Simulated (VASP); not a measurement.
The system is H2Pb.

```
Pb H
1.0
    -1.82494    1.82494    4.58060
     1.82494   -1.82494    4.58060
     1.82494    1.82494   -4.58060
Pb H
2 4
Direct
  0.75000 0.25000 0.50000
  0.00000 0.00000 0.00000
  0.54200 0.04200 0.50000
  0.79200 0.79200 0.00000
  0.20800 0.20800 0.00000
  0.95800 0.45800 0.50000
```

```yaml
Program: VASP 6.6.1
Task: relaxation of cell and atoms
Functional: PBEsol
Potentials_or_basis: VASP PAW PBE potentials, release 64 (Pb_d, H)
Cutoff: 600 eV
k_mesh: 8 × 8 × 8
Occupations: fermi-dirac, width 0.03 eV
Spin: no spin polarisation
```

At the start: pressure 61.3 GPa; volume 10.17 Å³/atom.

**Question.** Where does the relaxation end?

**Answer.** Over 13 steps the energy falls by 936.8 meV/atom and the volume is 17.84 Å³/atom (+75.4 %); space group I4_1/amd (No. 141, to 0.1 Å) before and after.

The path:
```tsv
step	energy change (eV)	largest force (eV/Å)	pressure (GPa)	volume (Å³)
1	0.0000	1.1141	61.29	61.02
2	-5.4995	0.2714	1.58	102.08
3	-5.5102	0.2838	0.90	103.83
4	-5.5301	0.2484	0.73	104.41
5	-5.5659	0.1321	0.35	106.13
6	-5.5693	0.0667	0.21	106.93
7	-5.5885	0.0709	-0.23	108.13
8	-5.6029	0.0660	-0.99	110.70
9	-5.6171	0.0437	-0.44	108.64
10	-5.6198	0.0309	-0.09	107.39
11	-5.6198	0.0297	-0.06	107.28
12	-5.6206	0.0128	0.03	107.11
13	-5.6207	0.0079	0.06	107.06
```

Final structure:
```
Pb H
1.0
    -2.11836    2.11836    5.96415
     2.11836   -2.11836    5.96415
     2.11836    2.11836   -5.96415
Pb H
2 4
Direct
  0.75000 0.25000 0.50000
  0.00000 0.00000 0.00000
  0.55148 0.05148 0.50000
  0.80148 0.80148 0.00000
  0.19852 0.19852 0.00000
  0.94852 0.44852 0.50000
```

Caveat: the volume moved by over 15 % at a fixed basis, so the end points are rough; the PAW data sets were made with another functional, which shifts forces and pressure a little.
